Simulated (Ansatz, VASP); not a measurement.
# Si3N4 in VASP and in Ansatz

```
CELL_PARAMETERS angstrom
4.13078 0.00000 0.00000
0.00000 4.13078 0.00000
0.00000 0.00000 4.13078
ATOMIC_POSITIONS crystal
Si 0.00000 0.00000 0.50000
Si 0.50000 0.00000 0.00000
Si 0.00000 0.50000 0.00000
N 0.23952 0.23952 0.76048
N 0.76048 0.76048 0.76048
N 0.23952 0.76048 0.23952
N 0.76048 0.23952 0.23952
```

Alike in both runs: task single point; functional PBE; k mesh 4 × 4 × 4; occupations fermi-dirac, width 0.03 eV; no spin polarisation.

```csv
,VASP,Ansatz
version,VASP 6.6.1,Ansatz 0.2.0
potentials or method,"VASP PAW PBE potentials, release 64 (Si, N), cutoff 520 eV","all-electron LAPW, scalar-relativistic"
```

|  | VASP | Ansatz | Ansatz less VASP |
| --- | --- | --- | --- |
| gap on the k mesh at the Fermi level (eV) | 2.72 | 2.72 | +0.004 |
| least direct gap on the mesh (eV) | 2.92 | 2.92 | +0.005 |
| pressure (GPa) | -0.2 | 0.0 | +0.27 |
| rms of the force components (eV/Å) | 0.007 | 0.002 | -0.0051 |

Atom by atom the forces differ by 0.010 eV/Å (rms over components). Ansatz ran all-electron here, and VASP with PAW potentials.
